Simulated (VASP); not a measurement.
# TiO2 (I4_1/amd) in VASP: further runs

The runs below take TiO2 through single point, with PBE+U.

Everything below comes from runs of VASP 6.6.1. Logs are shortened: lines on timing, memory, paths and dates and some standing lists are left out, and cuts for length are marked.

## (1) The cell of the first run

It takes space group I4_1/amd (No. 141, tetragonal). The conventional cell has a = 3.754 Å, b = 3.754 Å, c = 9.258 Å, α = 90.00°, β = 90.00°, γ = 90.00°. Ti (site symmetry -4m2) has 6 O at 1.90 to 1.92 Å within 2.5 Å. Within 2.5 Å of O (site symmetry 2mm) lie 3 Ti at 1.90 to 1.92 Å and 2 O at 2.39 Å.

## (2) Single point, PBE+U

Input file INCAR:

```
PREC     = Accurate       # precision mode
ENCUT    = 520            # plane-wave cutoff, eV
EDIFF    = 1E-6           # SCF threshold, eV
ISMEAR   = 0              # smearing method
SIGMA    = 0.05           # smearing width, eV
LREAL    = False          # projectors in reciprocal space
LASPH    = True           # aspherical terms in the spheres
NELM     = 150            # most SCF steps
ALGO     = Normal         # electronic algorithm
ISIF     = 2              # what is computed and relaxed
LWAVE    = False          # write WAVECAR
LCHARG   = False          # write CHGCAR
LMAXMIX  = 4              # l up to which the mixer works
LDAU     = True           # DFT+U
LDAUTYPE = 2            
LDAUL    = 2 -1           # shell
LDAUU    = 4 0            # U, eV
LDAUJ    = 0 0          
LDAUPRINT= 1            
GGA      = PE             # functional
NBANDS   = 33             # bands
```

Input file KPOINTS:

```
regular mesh
0
Gamma
  8 8 8
```

Input file POSCAR:

```
TiO2
1.0
   -1.8768500000      1.8768500000      4.6291000000
    1.8768500000     -1.8768500000      4.6291000000
    1.8768500000      1.8768500000     -4.6291000000
Ti O
2 4
Direct
    0.0000000000      0.0000000000      0.0000000000
    0.7500000000      0.2500000000      0.5000000000
    0.2052277854      0.2052277854      0.0000000000
    0.9552277854      0.4552277854      0.5000000000
    0.5447722146      0.0447722146      0.5000000000
    0.7947722146      0.7947722146      0.0000000000
```

Potentials or basis: VASP PAW PBE potentials, release 64 (Ti_sv, O).

Command:

```bash
> cat potpaw_PBE.64/Ti_sv/POTCAR potpaw_PBE.64/O/POTCAR > POTCAR
> mpirun -np 1 vasp_std > vasp.out
```

OUTCAR:

```text
PREC = Accurate
   ENCUT = 520
   EDIFF = 1E-6
   ISMEAR = 0
   LREAL = False
   LASPH = True
   NELM = 150
   ISIF = 2
   GGA = PE

 ion  position               nearest neighbor table
   1  0.000  0.000  0.000-   3 1.90   6 1.90   5 1.92   4 1.92   5 1.92   4 1.92
   2  0.750  0.250  0.500-   4 1.90   5 1.90   6 1.92   3 1.92   6 1.92   3 1.92
   3  0.205  0.205  0.000-   1 1.90   2 1.92   2 1.92
   4  0.955  0.455  0.500-   2 1.90   1 1.92   1 1.92
   5  0.545  0.045  0.500-   2 1.90   1 1.92   1 1.92
   6  0.795  0.795  0.000-   1 1.90   2 1.92   2 1.92

  LATTYP: Found a body centered tetragonal cell.
 ALAT       =     3.7537000000
 C/A-ratio  =     2.4664197991

  Lattice vectors:

 A1 = (  -1.8768500000,   1.8768500000,   4.6291000000)
 A2 = (   1.8768500000,  -1.8768500000,   4.6291000000)
 A3 = (   1.8768500000,   1.8768500000,  -4.6291000000)

Analysis of symmetry for initial positions (statically):
=====================================================================
 Subroutine PRICEL returns:
 Original cell was already a primitive cell.

 Routine SETGRP: Setting up the symmetry group for a
 body centered tetragonal supercell.

 Subroutine GETGRP returns: Found 16 space group operations
 (whereof  8 operations were pure point group operations)
 out of a pool of 16 trial point group operations.

The static configuration has the point symmetry D_2d.
 The point group associated with its full space group is D_4h.

Analysis of symmetry for dynamics (positions and initial velocities):
=====================================================================
 Subroutine PRICEL returns:
 Original cell was already a primitive cell.

 Routine SETGRP: Setting up the symmetry group for a
 body centered tetragonal supercell.

 Subroutine GETGRP returns: Found 16 space group operations
 (whereof  8 operations were pure point group operations)
 out of a pool of 16 trial point group operations.

The dynamic configuration has the point symmetry D_2d.
 The point group associated with its full space group is D_4h.

 Subroutine INISYM returns: Found 16 space group operations
 (whereof  8 operations are pure point group operations),
 and found     1 'primitive' translations

----------------------------------------------------------------------------------------

                                     Primitive cell

  volume of cell :      65.2252

  direct lattice vectors                    reciprocal lattice vectors
    -1.876850000  1.876850000  4.629100000     0.000000000  0.266403815  0.108012357
     1.876850000 -1.876850000  4.629100000     0.266403815  0.000000000  0.108012357
     1.876850000  1.876850000 -4.629100000     0.266403815  0.266403815  0.000000000

  length of vectors
     5.336075211  5.336075211  5.336075211     0.287467671  0.287467671  0.376751888

  position of ions in fractional coordinates (direct lattice)
     0.000000000  0.000000000  0.000000000
     0.750000000  0.250000000  0.500000000
     0.205227785  0.205227785  0.000000000
     0.955227785  0.455227785  0.500000000
     0.544772215  0.044772215  0.500000000
     0.794772215  0.794772215  0.000000000

  ion indices of the primitive-cell ions
   primitive index   ion index
                 1           1
                 2           2
                 3           3
                 4           4
                 5           5
                 6           6

----------------------------------------------------------------------------------------

 KPOINTS: regular mesh

Automatic generation of k-mesh.
 Grid dimensions read from file:
 generate k-points for:    8    8    8

 Generating k-lattice:

  Cartesian coordinates                     Fractional coordinates (reciprocal lattice)
     0.000000000  0.033300477  0.013501545     0.125000000  0.000000000  0.000000000
     0.033300477  0.000000000  0.013501545     0.000000000  0.125000000  0.000000000
     0.033300477  0.033300477  0.000000000     0.000000000  0.000000000  0.125000000

  Length of vectors
[... 70 lines left out ...]
   ISMEAR =     0;   SIGMA  =   0.05  broadening in eV -4-tet -1-fermi 0-gaus
   EFERMI_NEDOS =   21; number of points for ismear=-14 and -15
   IALGO  =     38    algorithm
   IMIX   =      4    mixing-type and parameters
     AMIX     =   0.40;   BMIX     =  1.00
     AMIX_MAG =   1.60;   BMIX_MAG =  1.00
  volume/ion in A,a.u.               =      10.87        73.36
  Fermi-wavevector in a.u.,A,eV,Ry     =   1.478030  2.793072 29.722929  2.184574
  Thomas-Fermi vector in A             =   2.592362
   LORBIT       =      0    0 simple, 1 ext, 2 COOP (PROOUT), +10 PAW based schemes
 LDA+U is selected, type is set to LDAUTYPE =  2
   angular momentum for each species LDAUL =     2   -1
   U (eV)           for each species LDAUU =   4.0  0.0
   J (eV)           for each species LDAUJ =   0.0  0.0
   GGA     = PE    functional components
   LHFCALC =     F    Hartree Fock is set to
   AEXX    =    0.0000 exact exchange contribution
   IVDW    =     0    specifies the selected vdW correction
   LEPSILON=     F    determine dielectric tensor
   LRPA    =     F    only Hartree local field effects (RPA)
 non-spin polarized calculation
 Gauss-broadening in eV      SIGMA  =   0.05
  energy-cutoff  :      520.00
  volume of cell :       65.23
 maximum number of plane-waves:      1774
   NGX = 19   NGY = 19   NGZ = 19

atom =   1  type =  1  l = 2

 onsite density matrix

spin component  1

  0.1005 -0.0000  0.0000  0.0000  0.0000
 -0.0000  0.1101  0.0000  0.0000 -0.0000
  0.0000  0.0000  0.2816 -0.0000 -0.0000
  0.0000  0.0000 -0.0000  0.1101  0.0000
  0.0000 -0.0000 -0.0000  0.0000  0.2536

spin component  2

  0.1005 -0.0000  0.0000  0.0000  0.0000
 -0.0000  0.1101  0.0000  0.0000 -0.0000
  0.0000  0.0000  0.2816 -0.0000 -0.0000
  0.0000  0.0000 -0.0000  0.1101  0.0000
  0.0000 -0.0000 -0.0000  0.0000  0.2536

 occupancies and eigenvectors

  o =  0.1005  v =  1.0000  0.0000  0.0000  0.0000  0.0000  0.0000  0.0000  0.0000  0.0000  0.0000      0.0000  0.0000  0.0000  0.0000  0.0000  0.0000  0.0000  0.0000  0.0000  0.0000
  o =  0.1005  v =  0.0000  0.0000  0.0000  0.0000  0.0000  1.0000  0.0000  0.0000  0.0000  0.0000      0.0000  0.0000  0.0000  0.0000  0.0000  0.0000  0.0000  0.0000  0.0000  0.0000
  o =  0.1101  v =  0.0000  0.0007  0.0000  1.0000  0.0000  0.0000  0.0000  0.0000  0.0000  0.0000      0.0000  0.0000  0.0000  0.0000  0.0000  0.0000  0.0000  0.0000  0.0000  0.0000
  o =  0.1101  v =  0.0000  0.0000  0.0000  0.0000  0.0000  0.0000  0.0007  0.0000  1.0000  0.0000      0.0000  0.0000  0.0000  0.0000  0.0000  0.0000  0.0000  0.0000  0.0000  0.0000
  o =  0.1101  v =  0.0000  1.0000 -0.0000 -0.0007  0.0000  0.0000  0.0000  0.0000  0.0000  0.0000      0.0000  0.0000  0.0000  0.0000  0.0000  0.0000  0.0000  0.0000  0.0000  0.0000
  o =  0.1101  v =  0.0000  0.0000  0.0000  0.0000  0.0000  0.0000  1.0000 -0.0000 -0.0007  0.0000      0.0000  0.0000  0.0000  0.0000  0.0000  0.0000  0.0000  0.0000  0.0000  0.0000
  o =  0.2536  v =  0.0000  0.0000  0.0000  0.0000  0.0000  0.0000 -0.0000 -0.0000  0.0000  1.0000      0.0000  0.0000  0.0000  0.0000  0.0000  0.0000  0.0000  0.0000  0.0000  0.0000
  o =  0.2536  v =  0.0000 -0.0000 -0.0000  0.0000  1.0000  0.0000  0.0000  0.0000  0.0000  0.0000      0.0000  0.0000  0.0000  0.0000  0.0000  0.0000  0.0000  0.0000  0.0000  0.0000
  o =  0.2816  v =  0.0000  0.0000  1.0000 -0.0000  0.0000  0.0000  0.0000  0.0000  0.0000  0.0000      0.0000  0.0000  0.0000  0.0000  0.0000  0.0000  0.0000  0.0000  0.0000  0.0000
  o =  0.2816  v =  0.0000  0.0000  0.0000  0.0000  0.0000  0.0000  0.0000  1.0000 -0.0000  0.0000      0.0000  0.0000  0.0000  0.0000  0.0000  0.0000  0.0000  0.0000  0.0000  0.0000

atom =   2  type =  1  l = 2

 onsite density matrix

spin component  1

  0.1005  0.0000  0.0000  0.0000  0.0000
  0.0000  0.1101  0.0000  0.0000  0.0000
  0.0000  0.0000  0.2816 -0.0000  0.0000
  0.0000  0.0000 -0.0000  0.1101  0.0000
  0.0000  0.0000  0.0000  0.0000  0.2536

spin component  2

  0.1005  0.0000  0.0000  0.0000  0.0000
  0.0000  0.1101  0.0000  0.0000  0.0000
  0.0000  0.0000  0.2816 -0.0000  0.0000
  0.0000  0.0000 -0.0000  0.1101  0.0000
  0.0000  0.0000  0.0000  0.0000  0.2536

 occupancies and eigenvectors

  o =  0.1005  v =  1.0000  0.0000  0.0000  0.0000  0.0000  0.0000  0.0000  0.0000  0.0000  0.0000      0.0000  0.0000  0.0000  0.0000  0.0000  0.0000  0.0000  0.0000  0.0000  0.0000
  o =  0.1005  v =  0.0000  0.0000  0.0000  0.0000  0.0000  1.0000  0.0000  0.0000  0.0000  0.0000      0.0000  0.0000  0.0000  0.0000  0.0000  0.0000  0.0000  0.0000  0.0000  0.0000
  o =  0.1101  v =  0.0000  0.1362  0.0000 -0.9907  0.0000  0.0000  0.0000  0.0000  0.0000  0.0000      0.0000  0.0000  0.0000  0.0000  0.0000  0.0000  0.0000  0.0000  0.0000  0.0000
  o =  0.1101  v =  0.0000  0.0000  0.0000  0.0000  0.0000  0.0000  0.1362  0.0000 -0.9907  0.0000      0.0000  0.0000  0.0000  0.0000  0.0000  0.0000  0.0000  0.0000  0.0000  0.0000
  o =  0.1101  v =  0.0000  0.9907  0.0000  0.1362  0.0000  0.0000  0.0000  0.0000  0.0000  0.0000      0.0000  0.0000  0.0000  0.0000  0.0000  0.0000  0.0000  0.0000  0.0000  0.0000
  o =  0.1101  v =  0.0000  0.0000  0.0000  0.0000  0.0000  0.0000  0.9907  0.0000  0.1362  0.0000      0.0000  0.0000  0.0000  0.0000  0.0000  0.0000  0.0000  0.0000  0.0000  0.0000
  o =  0.2536  v =  0.0000 -0.0000 -0.0000 -0.0000 -1.0000  0.0000  0.0000  0.0000  0.0000  0.0000      0.0000  0.0000  0.0000  0.0000  0.0000  0.0000  0.0000  0.0000  0.0000  0.0000
  o =  0.2536  v =  0.0000  0.0000  0.0000  0.0000  0.0000  0.0000 -0.0000 -0.0000 -0.0000 -1.0000      0.0000  0.0000  0.0000  0.0000  0.0000  0.0000  0.0000  0.0000  0.0000  0.0000
  o =  0.2816  v =  0.0000  0.0000  0.0000  0.0000  0.0000  0.0000 -0.0000 -1.0000 -0.0000  0.0000      0.0000  0.0000  0.0000  0.0000  0.0000  0.0000  0.0000  0.0000  0.0000  0.0000
  o =  0.2816  v =  0.0000 -0.0000 -1.0000 -0.0000  0.0000  0.0000  0.0000  0.0000  0.0000  0.0000      0.0000  0.0000  0.0000  0.0000  0.0000  0.0000  0.0000  0.0000  0.0000  0.0000

 number of electron      48.0000002 magnetization

 Free energy of the ion-electron system (eV)
  ---------------------------------------------------
  ext. energy  EPLUGINS =         0.00000000
  ---------------------------------------------------
  free energy    TOTEN  =       -47.85460582 eV

  energy without entropy =      -47.85460582  energy(sigma->0) =      -47.85460582

 E-fermi :   4.2426     XC(G=0): -10.9556

 val. band max:        3.9084302076   @ k =   0.5000   0.5000   0.5000
 cond. band min:       6.8452921807   @ k =   0.0000   0.0000   0.0000
 fundamental gap:      2.9368619730
 Fermi energy:         4.2425584472

 k-point     1 :       0.0000    0.0000    0.0000
  band No.  band energies     occupation
      1     -53.0863      2.00000
      2     -53.0087      2.00000
      3     -29.6069      2.00000
      4     -29.2956      2.00000
      5     -29.2956      2.00000
      6     -29.2057      2.00000
[... 853 lines left out ...]
     32      11.2670      0.00000
     33      11.6610      0.00000

 [... further k-points ...]

------------------------ aborting loop because EDIFF is reached ----------------------------------------

  FORCE on cell =-STRESS in cart. coord.  units (eV):
  Direction    XX          YY          ZZ          XY          YZ          ZX
  --------------------------------------------------------------------------------------
  -------------------------------------------------------------------------------------
  Total        9.2904924      9.2904924     15.6833536      0.0000000      0.0000000      0.0000000
  in kB      228.2094530    228.2094530    385.2421814      0.0000000      0.0000000      0.0000000
  external PRESSURE =     280.5536958 kB  Pullay stress =       0.0000000 kB

 VOLUME and BASIS-vectors are now :
 -----------------------------------------------------------------------------
  energy-cutoff  :      520.00
  volume of cell :       65.23
      direct lattice vectors                 reciprocal lattice vectors
    -1.876850000  1.876850000  4.629100000     0.000000000  0.266403815  0.108012357
     1.876850000 -1.876850000  4.629100000     0.266403815  0.000000000  0.108012357
     1.876850000  1.876850000 -4.629100000     0.266403815  0.266403815  0.000000000

 POSITION                                       TOTAL-FORCE (eV/Angst)
 -----------------------------------------------------------------------------------
      0.00000      0.00000      0.00000         0.000000      0.000000      0.000000
      0.00000      1.87685      2.31455         0.000000      0.000000      0.000000
      0.00000      0.00000      1.90004         0.000000      0.000000      1.503084
      0.00000      1.87685      4.21459         0.000000      0.000000      1.503084
      0.00000      1.87685      0.41451        -0.000000     -0.000000     -1.503084
      0.00000      0.00000      7.35816        -0.000000     -0.000000     -1.503084
 -----------------------------------------------------------------------------------
    total drift:                                0.000000      0.000000     -0.000000

  FREE ENERGIE OF THE ION-ELECTRON SYSTEM (eV)
  ---------------------------------------------------
  free  energy   TOTEN  =       -47.8546058160 eV

  energy  without entropy=      -47.8546058160  energy(sigma->0) =      -47.85460582
```

Wall time 1.9 min (1 thread of AMD EPYC 9R45 (Zen 5), shared host); peak memory 0.26 GiB.

What came out:

```
Free energy            : -47.8546 eV
Pressure               : 28.1 GPa
Largest force          : 1.503 eV/Å
Band gap on the k mesh : 2.94 eV (least direct gap 3.17 eV)
```

Forces in eV/Å, atoms in the order of the input:
```
Ti   0.000  0.000  0.000
Ti   0.000  0.000  0.000
O    0.000  0.000  1.503
O    0.000  0.000  1.503
O    0.000  0.000 -1.503
O    0.000  0.000 -1.503
```

Eigenvalues of the final occupation matrices:
```tsv
site	spin	trace	eigenvalues
site 1 d	1	0.86	0.10 0.11 0.11 0.25 0.28
site 1 d	2	0.86	0.10 0.11 0.11 0.25 0.28
site 2 d	1	0.86	0.10 0.11 0.11 0.25 0.28
site 2 d	2	0.86	0.10 0.11 0.11 0.25 0.28
```

Caveat: the cell stands under pressure; forces of over 1 eV/Å act on the atoms, so gaps and moduli don't describe the material at rest. A k mesh can miss the band edges.

## (3) Single point, PBE+U

This run uses another cell than the first one, of 10.93 Å³/atom.

Input file INCAR:

```
SYSTEM = TiO2
ALGO = Normal ; EDIFF = 1E-6
ENCUT = 520 ; GGA = PE
ISIF = 2 ; ISMEAR = 0
LASPH = .True. ; LCHARG = .False.
LDAU = .True. ; LDAUJ = 0 0
LDAUL = 2 -1 ; LDAUPRINT = 1
LDAUTYPE = 2 ; LDAUU = 4 0
LMAXMIX = 4 ; LREAL = .False.
LWAVE = .False. ; NBANDS = 33
NELM = 150 ; PREC = Accurate
SIGMA = 0.05
```

Input file KPOINTS:

```
k-points
0
Gamma
  8 8 8
  0 0 0
```

POSCAR: that of step 2 with these lines changed.

```diff
@@ -2,5 +2,5 @@
 1.0
-   -1.8768500000      1.8768500000      4.6291000000
-    1.8768500000     -1.8768500000      4.6291000000
-    1.8768500000      1.8768500000     -4.6291000000
+   -1.9086496194      1.9086496194      4.4987000000
+    1.9086496194     -1.9086496194      4.4987000000
+    1.9086496194      1.9086496194     -4.4987000000
 Ti O
```

Potentials or basis: VASP PAW PBE potentials, release 64 (Ti_sv, O).

Command:

```bash
> cat potpaw_PBE.64/Ti_sv/POTCAR potpaw_PBE.64/O/POTCAR > POTCAR
> mpirun -np 1 vasp_std > vasp.out
```

It took 1.9 min on 1 thread of AMD EPYC 9R45 (Zen 5), shared host; peak memory 0.26 GiB.

The run converged. Its results:

```
Free energy            : -47.5943 eV
Pressure               : 29.4 GPa
Largest force          : 2.561 eV/Å
Band gap on the k mesh : 2.92 eV (least direct gap 3.17 eV)
```

Forces in eV/Å, atoms in the order of the input:
```
Ti   0.000  0.000  0.000
Ti   0.000  0.000  0.000
O    0.000  0.000  2.561
O    0.000  0.000  2.561
O    0.000  0.000 -2.561
O    0.000  0.000 -2.561
```

Stress tensor (GPa, compression positive):
```
17.23  0.00  0.00
 0.00 17.23  0.00
 0.00  0.00 53.71
```

Levels at points of the mesh, in eV from the valence-band top:
```tsv
k point	band 21	band 22	band 23	band 24	band 25	band 26	band 27	band 28
(0.00, 0.00, 0.00)	-0.42	-0.42	-0.36	-0.36	2.92	3.98	4.99	4.99
(0.50, 0.00, 0.00)	-1.71	-0.87	-0.52	-0.39	4.05	4.48	4.48	4.69
(0.50, 0.50, 0.00)	-1.74	-1.74	-0.01	-0.01	4.38	4.38	4.79	4.79
(0.50, 0.50, 0.50)	-1.01	-1.01	-0.03	-0.03	3.43	3.43	4.88	4.88
```

Eigenvalues of the final occupation matrices:
| site | spin | trace | eigenvalues |
| --- | --- | --- | --- |
| site 1 d | 1 | 0.86 | 0.09 0.11 0.11 0.24 0.31 |
| site 1 d | 2 | 0.86 | 0.09 0.11 0.11 0.24 0.31 |
| site 2 d | 1 | 0.86 | 0.09 0.11 0.11 0.24 0.31 |
| site 2 d | 2 | 0.86 | 0.09 0.11 0.11 0.24 0.31 |

Caveat: the cell stands under pressure; forces of over 1 eV/Å act on the atoms, so gaps and moduli don't describe the material at rest. A k mesh can miss the band edges.
